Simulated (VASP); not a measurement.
Write the native input for VASP 6.6.1 that does the following.

| Property | Result |
| --- | --- |
| Task | relaxation of cell and atoms |
| Functional | PBE |
| Dispersion | D3(BJ) |
| Potentials or basis | VASP PAW PBE potentials, release 64 (B, N) |
| Cutoff | 600 eV |
| k mesh | 12 × 12 × 12 |
| Occupations | gaussian, width 0.01 eV |
| Spin | no spin polarisation |
| Target pressure | 16 GPa |
| Dipole correction | no |
| Further INCAR settings | ALGO = Normal; EDIFF = 1e-07; IBRION = 2; EDIFFG = -0.001; NSW = 80; ISIF = 3 |

The structure of BN lies in POSCAR:

```
BN
1.0
    2.4950430224      0.0021921667     -0.2351082320
   -1.2383183138      2.1660608110      0.2350929314
   -0.9368797319     -0.9052854162      3.3513133621
B N
1 1
Direct
    0.9910387841      0.9914237065     -0.0061515094
    0.6571102159      0.3244602935      0.9929565094
```

These files were run (other wordings do the same):

INCAR

```
  PREC = Accurate
  ENCUT = 600
  EDIFF = 1E-7
  ISMEAR = 0
  SIGMA = 0.01
  LREAL = F
  LASPH = T
  NELM = 120
  ALGO = Normal
  ISIF = 3
  LWAVE = F
  LCHARG = F
  GGA = PE
  IVDW = 12
  IBRION = 2
  NSW = 80
  EDIFFG = -0.001
  PSTRESS = 160.0
  GGA_COMPAT = F
  NELMIN = 4
```

KPOINTS

```
Automatic mesh
0
Gamma
  12 12 12
```

Potentials or basis: VASP PAW PBE potentials, release 64 (B, N).

Launch:

```console
$ cat potpaw_PBE.64/B/POTCAR potpaw_PBE.64/N/POTCAR > POTCAR
$ mpirun -np 1 vasp_std > vasp.out
```

Results of the run:

The relaxed volume is 7.21 Å³/atom, the relaxed cell is a = 2.477 Å, b = 2.477 Å, c = 3.067 Å, α = 90.04°, β = 113.77°, γ = 120.00° and the space group after relaxing (to 0.05 Å) is R3m (No. 160). The energy change on relaxing (the enthalpy is what falls) is +61.3 meV/atom. The ionic steps are 19, the pressure after relaxing is 16.0 GPa and the band gap on the k mesh is 3.65 eV, indirect (least direct gap 4.95 eV). The dispersion energy per atom is -0.182 eV.

Caveat: the cell is relaxed towards a set pressure, so the enthalpy falls and the energy may rise; the volume moved by over 15 % at a fixed basis, so the end points are rough.

Run time: 8 min on 1 thread of Intel Xeon 6975P-C, with other jobs on the host, peak memory 0.22 GiB.
